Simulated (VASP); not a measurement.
The system is Ba.

```
CELL_PARAMETERS angstrom
6.99607 0.00000 0.00000
-3.49803 6.05877 0.00000
0.00000 0.00000 3.90939
ATOMIC_POSITIONS crystal
Ba 0.33333 0.66667 0.50000
Ba 0.66667 0.33333 0.50000
```

This isn't the form of Ba at room conditions, which is bcc.

| Property | Result |
| --- | --- |
| Program | VASP 6.6.1 |
| Task | relaxation of cell and atoms |
| Functional | PBEsol |
| Potentials or basis | VASP PAW PBE potentials, release 64 (Ba_sv) |
| Cutoff | 600 eV |
| k mesh | 4 × 4 × 7 |
| Occupations | methfessel-paxton, width 0.1 eV |
| Spin | no spin polarisation |

At the start: pressure -0.3 GPa; volume 82.85 Å³/atom.

Problem. How do energy, volume and symmetry change on relaxing?

Solution. Over 4 steps the energy falls by 5.9 meV/atom and the volume is 76.98 Å³/atom (-7.1 %); space group P6/mmm (No. 191, to 0.1 Å) before and after.

Step by step:
```
step  energy change (eV)  largest force (eV/Å)  pressure (GPa)  volume (Å³)
   1              0.0000                0.0000           -0.27       165.71
   2             -0.0053                0.0000           -0.21       162.33
   3             -0.0118                0.0000            0.04       152.47
   4             -0.0119                0.0000           -0.01       153.95
```

Final structure:
```cif
data_structure
_symmetry_space_group_name_H-M 'P 1'
_symmetry_Int_Tables_number 1
_cell_length_a 6.8471
_cell_length_b 6.8471
_cell_length_c 3.7918
_cell_angle_alpha 90.000
_cell_angle_beta 90.000
_cell_angle_gamma 120.000
_cell_volume 153.95
loop_
_atom_site_label
_atom_site_type_symbol
_atom_site_fract_x
_atom_site_fract_y
_atom_site_fract_z
_atom_site_occupancy
Ba1 Ba 0.33333 0.66667 0.50000 1
Ba2 Ba 0.66667 0.33333 0.50000 1
```

Caveat: the PAW data sets were made with another functional, which shifts forces and pressure a little.
